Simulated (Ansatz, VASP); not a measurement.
## Si2Ni in VASP and in Ansatz

File INCAR:

```
PREC = Accurate
ENCUT = 520
EDIFF = 1E-6
ISMEAR = 0
SIGMA = 0.15
LREAL = F
LASPH = T
NELM = 60
ALGO = Normal
ISIF = 2
LWAVE = F
LCHARG = F
GGA = PS
NBANDS = 16
```

The input KPOINTS:

```
Automatic mesh
0
Gamma
  16 16 16
```

The input POSCAR:

```
Si2Ni
1.0
    0.0000000000      2.7714541612      2.7714541612
    2.6957048548      0.0757493064      2.6957048548
    2.6957048548      2.6957048548      0.0757493064
Si Ni
2 1
Direct
    0.2500000000      0.2500000000      0.2500000000
    0.7500000000      0.7500000000      0.7500000000
    0.0000000000      0.0000000000      0.0000000000
```

Input for Ansatz:

```yaml
crystal:
  lattice:
    - [0.0, 2.7714541612, 2.7714541612]
    - [2.6957048548, 0.0757493064, 2.6957048548]
    - [2.6957048548, 2.6957048548, 0.0757493064]
  atoms:
    - { symbol: Si, position: [0.25, 0.25, 0.25] }
    - { symbol: Si, position: [0.75, 0.75, 0.75] }
    - { symbol: Ni, position: [0.0, 0.0, 0.0] }
basis:
  ecutwfc: 420
kpoints:
  mp_grid: { grid: [16, 16, 16] }
hamiltonian:
  xc: pbesol
scf:
  occupations: { method: gaussian, width: 0.15 }
output:
  forces: true
  stress: true
  eigenvalues: true
```

Change from the starting cell: strain +0.0562 x Voigt [0, 0, 0, 1, 0, 0], atoms carried along.

Alike in both runs: task single point; functional PBEsol; k mesh 16 × 16 × 16; occupations gaussian, width 0.15 eV; no spin polarisation.

```csv
,VASP,Ansatz
version,VASP 6.6.1,Ansatz 0.2.0
potentials or method,"VASP PAW PBE potentials, release 64 (Si, Ni), cutoff 520 eV","scalar-relativistic, plane waves, PAW"
valence electrons in the cell,18,26
```

Ansatz gave:

```
gap on the k mesh at the Fermi level (eV)                     : none
pressure (GPa)                                                : 0.5
traceless stress, the component that is largest in VASP (GPa) : -6.62
rms of the force components (eV/Å)                            : 0.202
```

Question: Which values does VASP return?

Answer: gap on the k mesh at the Fermi level (eV): none; pressure (GPa): 0.6; traceless stress, the component that is largest in VASP (GPa): -6.62; rms of the force components (eV/Å): 0.203.

VASP's potentials were made for PBE, not for PBEsol. Atom by atom the forces differ by 0.001 eV/Å (rms over components). A gap of «none» marks a metal or a gap that the smearing closes. VASP's potentials hold 18 valence electrons a cell and Ansatz's 26, so a difference there can come from the potentials and not from the codes.
